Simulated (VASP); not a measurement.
Write the native input for VASP 6.6.1 that does the following.

| Quantity | Value |
| --- | --- |
| Task | single point |
| Functional | PBE |
| Potentials or basis | VASP PAW PBE potentials, release 64 (K_sv, Be, C) |
| Cutoff | 520 eV |
| k mesh | 6 × 6 × 12 |
| Occupations | gaussian, width 0.1 eV |
| Spin | no spin polarisation |
| Dipole correction | no |
| Further INCAR settings | ALGO = Normal; EDIFF = 1e-06; NBANDS = 24 |

The structure of KBe5C2 lies in POSCAR:

```
KBe5C2
1.0
    5.9358462373      0.0000000000      0.0000000000
   -2.9679231186      5.1405936344      0.0000000000
    0.0000000000      0.0000000000      3.4154168255
K Be C
1 5 2
Direct
    0.0000000000      0.0000000000      0.0000000000
    0.3333333333      0.6666666667      0.0000000000
    0.0000000000      0.5000000000      0.5000000000
    0.5000000000      0.5000000000      0.5000000000
    0.5000000000      0.0000000000      0.5000000000
    0.6666666667      0.3333333333      0.0000000000
    0.3333333333      0.6666666667      0.5000000000
    0.6666666667      0.3333333333      0.5000000000
```

The cell was generated, and may not be a known phase.

One way to write it, as run:

INCAR

```
ALGO     = Normal         # electronic algorithm
EDIFF    = 1E-6           # SCF threshold, eV
ENCUT    = 520            # plane-wave cutoff, eV
GGA      = PE             # functional
ISIF     = 2              # what is computed and relaxed
ISMEAR   = 0              # smearing method
LASPH    = True           # aspherical terms in the spheres
LCHARG   = True           # write CHGCAR
LELF     = True           # ELF
LREAL    = False          # projectors in reciprocal space
LVHAR    = True         
LWAVE    = False          # write WAVECAR
NBANDS   = 24             # bands
NELM     = 60             # most SCF steps
PREC     = Accurate       # precision mode
SIGMA    = 0.1            # smearing width, eV
```

KPOINTS

```
k-points
0
Gamma
  6 6 12
```

Potentials or basis: VASP PAW PBE potentials, release 64 (K_sv, Be, C).

Run with:

```bash
$ cat potpaw_PBE.64/K_sv/POTCAR potpaw_PBE.64/Be/POTCAR potpaw_PBE.64/C/POTCAR > POTCAR
$ mpirun -np 1 vasp_std > vasp.out
```

Results of the run:

The pressure is 0.1 GPa and the band gap on the k mesh is zero (an odd number of electrons rules out a gap without spin polarisation).

Wall time 100 s on 1 thread of Intel(R) Xeon(R) Platinum 8488C (Sapphire Rapids) (shared host), peak memory 0.3 GiB.
